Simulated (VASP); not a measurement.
Set up this calculation in VASP 6.6.1, as the native input.

| Item | Value |
| --- | --- |
| Task | single point |
| Functional | r2SCAN |
| Potentials or basis | VASP PAW PBE potentials, release 64 (Si, O) |
| Cutoff | 520 eV |
| k mesh | 2 × 2 × 2 |
| Occupations | fermi-dirac, width 0.05 eV |
| Spin | no spin polarisation |
| Dipole correction | no |
| Further INCAR settings | LREAL = Auto; ALGO = Normal; EDIFF = 1e-07; NBANDS = 78 |

System: Si8O15 (a cell with a defect).

```
Si O
1.0
    -4.13370   -4.13370    0.00000
     4.13370   -4.13370    0.00000
     0.00000    0.00000    5.30340
Si O
8 15
Direct
  0.49981 0.48133 0.97075
  0.99981 0.49709 0.24915
  0.49981 0.54613 0.49681
  0.99980 0.50017 0.74822
  0.99980 0.00053 0.00188
  0.49980 0.93082 0.26299
  0.99980 0.99958 0.50215
  0.49980 0.00892 0.75473
  0.19424 0.49660 0.99338
  0.99980 0.19518 0.25272
  0.80535 0.49660 0.99339
  0.99980 0.80386 0.24920
  0.19394 0.50717 0.50297
  0.99979 0.19407 0.75069
  0.80565 0.50717 0.50296
  0.99979 0.80619 0.75331
  0.69222 0.00405 0.00831
  0.49977 0.40464 0.24719
  0.30737 0.00405 0.00831
  0.69541 0.00574 0.50372
  0.49980 0.70270 0.76647
  0.30418 0.00574 0.50372
  0.49980 0.30552 0.73178
```

These files were run (other wordings do the same):

POSCAR

```
Si8O15
1.0
   -4.1337000000     -4.1337000000      0.0000000000
    4.1337000000     -4.1337000000      0.0000000000
    0.0000000000      0.0000000000      5.3034000000
Si O
8 15
Direct
    0.4998115490      0.4813254469     -0.0292518007
   -0.0001908702      0.4970883228      0.2491460195
    0.4998077993      0.5461302223      0.4968065769
   -0.0002017563      0.5001729685      0.7482226496
   -0.0002024820      0.0005254373      0.0018752121
    0.4997964293     -0.0691843869      0.2629933627
   -0.0002032078     -0.0004156083      0.5021463589
    0.4997981227      0.0089243293      0.7547316816
    0.1942376080      0.4966047367     -0.0066170758
   -0.0002007886      0.1951793792      0.2527199532
    0.8053544040      0.4966046157     -0.0066050081
   -0.0001997000      0.8038550209      0.2491965532
    0.1939416261      0.5071670658      0.5029716785
   -0.0002080461      0.1940721388      0.7506908776
    0.8056525631      0.5071650096      0.5029607422
   -0.0002076832      0.8061877979      0.7533086322
    0.6922224641      0.0040477054      0.0083107063
    0.4997717541      0.4046361613      0.2471884074
    0.3073709993      0.0040461330      0.0083065581
    0.6954110119      0.0057356605      0.5037168609
    0.4998025982      0.7026978252      0.7664696233
    0.3041824516      0.0057355396      0.5037208206
    0.4998027191      0.3055186637      0.7317837614
```

INCAR.step1

```
SYSTEM = Si8O15
PREC = Accurate
ENCUT = 520
ISMEAR = -1
SIGMA = 0.05
LREAL = Auto
LASPH = .TRUE.
NELM = 100
NBANDS = 78
GGA = PE
ALGO = Normal
EDIFF = 1E-4
LWAVE = .TRUE.
LCHARG = .FALSE.
```

INCAR.step2

```
SYSTEM = Si8O15
PREC = Accurate
ENCUT = 520
EDIFF = 1E-7
ISMEAR = -1
SIGMA = 0.05
LREAL = Auto
LASPH = .TRUE.
NELM = 100
ALGO = Normal
ISIF = 2
LWAVE = .FALSE.
LCHARG = .FALSE.
METAGGA = R2SCAN
LMIXTAU = .TRUE.
NBANDS = 78
ISTART = 1
```

KPOINTS

```
Automatic mesh
0
G
  2 2 2
  0 0 0
```

Potentials or basis: VASP PAW PBE potentials, release 64 (Si, O).

Command:

```bash
$ cat potpaw_PBE.64/Si/POTCAR potpaw_PBE.64/O/POTCAR > POTCAR
$ cp INCAR.step1 INCAR
$ mpirun -np 1 vasp_std > vasp.out
$ cp INCAR.step2 INCAR
$ mpirun -np 1 vasp_std > vasp.out
```

Results of the run:

```yaml
Pressure: 16.0 GPa
Largest_force: 5.092 eV/Å
Band_gap_on_the_k_mesh: 3.79 eV
```

Caveat: the k points lie up to 0.59 Å⁻¹ apart; the PAW data sets were made with another functional, which shifts forces and pressure a little.

It took 16 min on 1 thread of Intel Xeon 8259CL, with other jobs on the host, peak memory 0.34 GiB.
